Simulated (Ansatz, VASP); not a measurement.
## Gd3S: VASP beside Ansatz

The input INCAR:

```
PREC = Accurate
ENCUT = 520
EDIFF = 1E-6
ISMEAR = 0
SIGMA = 0.1
LREAL = False
LASPH = True
NELM = 150
ALGO = Normal
ISIF = 2
LWAVE = False
LCHARG = False
ISPIN = 2
MAGMOM = 7 7 7 0
LORBIT = 11
LMAXMIX = 6
GGA = PE
NBANDS = 42
```

The input KPOINTS:

```
Automatic mesh
0
Gamma
  4 4 4
```

File POSCAR:

```
Gd3S
1.0
    4.8275611400      0.0000000000      0.0000000000
    0.0000000000      4.8275611400      0.0000000000
    0.0000000000      0.0000000000      4.8275611400
Gd S
3 1
Direct
    0.0000000000      0.5000000000      0.5000000000
    0.5000000000      0.0000000000      0.5000000000
    0.5000000000      0.5000000000      0.0000000000
    0.5000000000      0.5000000000      0.5000000000
```

Input for Ansatz:

```yaml
crystal:
  lattice:
    - [4.82756114, 0.0, 0.0]
    - [0.0, 4.82756114, 0.0]
    - [0.0, 0.0, 4.82756114]
  atoms:
    - { symbol: Gd, position: [0.0, 0.5, 0.5], spin: 7.0 }
    - { symbol: Gd, position: [0.5, 0.0, 0.5], spin: 7.0 }
    - { symbol: Gd, position: [0.5, 0.5, 0.0], spin: 7.0 }
    - { symbol: S, position: [0.5, 0.5, 0.5] }
basis:
  ecutwfc: 420
kpoints:
  mp_grid: { grid: [4, 4, 4] }
hamiltonian:
  xc: pbe
scf:
  occupations: { method: gaussian, width: 0.1 }
  lower_state_search: "off"
output:
  forces: true
  stress: true
  eigenvalues: true
  populations: true
magnetization:
  spin_polarized: true
```

Alike in both runs: task single point; functional PBE; k mesh 4 × 4 × 4; occupations gaussian, width 0.1 eV; collinear spin.

|  | VASP | Ansatz |
| --- | --- | --- |
| version | VASP 6.6.1 | Ansatz 0.2.0 |
| potentials or method | VASP PAW PBE potentials, release 64 (Gd, S), cutoff 520 eV | scalar-relativistic, plane waves, PAW |
| valence electrons in the cell | 60 | 60 |

|  | VASP | Ansatz | Ansatz less VASP |
| --- | --- | --- | --- |
| gap on the k mesh at the Fermi level (eV) | none | none | - |
| pressure (GPa) | 22.3 | 22.6 | +0.30 |
| net moment per atom (μB) | 5.59 | 5.80 | +0.217 |
| size of the moment on the site where the two differ most (μB) | 6.88 | 6.95 | +0.067 |

The net moments are unlike, so the other rows may belong to different states. Site moments also hang on the region over which each program counts them. A gap of «none» marks a metal or a gap that the smearing closes.

Spin-orbit coupling is off throughout. Noted on VASP's run: too few bands were computed for a metal, which touches its energy and stress.
